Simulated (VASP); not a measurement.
Here is a VASP 6.6.1 calculation.

Contents of POSCAR:

```
Lu
1.0
    3.5048427637      0.0000000000      0.0000000000
   -1.7524213819      3.0352828697      0.0000000000
    0.0000000000      0.0000000000      5.4508286542
Lu
2
Direct
    0.3333333333      0.6666666667      0.7500000000
    0.6666666667      0.3333333333      0.2500000000
```

The input INCAR.step1:

```
SYSTEM = Lu
  PREC = Accurate
  ENCUT = 520
  ISMEAR = 0
  SIGMA = 0.1
  LREAL = .False.
  LASPH = .True.
  NELM = 80
  NBANDS = 32
  GGA = PE
  ALGO = Normal
  EDIFF = 1E-4
  LWAVE = .True.
  LCHARG = .False.
```

INCAR.step2

```
SYSTEM = Lu
  PREC = Accurate
  ENCUT = 520
  EDIFF = 1E-7
  ISMEAR = 0
  SIGMA = 0.1
  LREAL = .False.
  LASPH = .True.
  NELM = 80
  ALGO = Normal
  ISIF = 2
  LWAVE = .False.
  LCHARG = .False.
  METAGGA = R2SCAN
  LMIXTAU = .True.
  NBANDS = 32
  ISTART = 1
```

Contents of KPOINTS:

```
Automatic mesh
0
Gamma
  15 15 8
  0 0 0
```

Potentials or basis: VASP PAW PBE potentials, release 64 (Lu).

Command:

```bash
$ cat potpaw_PBE.64/Lu/POTCAR > POTCAR
$ cp INCAR.step1 INCAR
$ mpirun -np 1 vasp_std > vasp.out
$ cp INCAR.step2 INCAR
$ mpirun -np 1 vasp_std > vasp.out
```

Problem. Estimate the pressure.

Solution. 0.3 GPa.

Problem. Predict the band gap on the k mesh.

Solution. Zero (bands 25 and 26 overlap by 2.03 eV).

Stress tensor (GPa, compression positive):
```
0.30 0.00 0.00
0.00 0.30 0.00
0.00 0.00 0.44
```

Caveat: the PAW data sets were made with another functional, which shifts forces and pressure a little; spin-orbit coupling is left out, which moves the levels of the heavy elements.
